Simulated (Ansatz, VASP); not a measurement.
## Two plane-wave programs on Cl

```
Cl
1.0
     7.66309    0.00000    0.00000
     0.00000    7.66309    0.00000
     0.00000    0.00000    7.66309
Cl
12
Direct
  0.39064 0.37461 0.19463
  0.31505 0.42458 0.94778
  0.64669 0.59946 0.67600
  0.57644 0.70801 0.44703
  0.85708 0.31847 0.03111
  0.94986 0.29721 0.78598
  0.00504 0.81117 0.69676
  0.03383 0.86175 0.44032
  0.62557 0.98692 0.02144
  0.62033 0.02987 0.76206
  0.03788 0.84311 0.05114
  0.30042 0.82825 0.05133
```

Alike in both runs: task relaxation of the atoms; functional PBE; dispersion D3(BJ); k mesh 1 × 1 × 1; occupations fermi-dirac, width 0.02 eV; no spin polarisation.

|  | VASP | Ansatz |
| --- | --- | --- |
| version | VASP 6.6.1 | Ansatz 0.2.0 |
| potentials or method | VASP PAW PBE potentials, release 64 (Cl), cutoff 520 eV | scalar-relativistic, plane waves, PAW |
| valence electrons in the cell | 84 | 84 |

Ansatz gave:

```
gap on the k mesh at the Fermi level, each at its own relaxed structure (eV) : 1.47
```

Question: Estimate VASP's values.

Answer: gap on the k mesh at the Fermi level, each at its own relaxed structure (eV): 1.53.

Ansatz's warnings: xc potential rough in thin density.
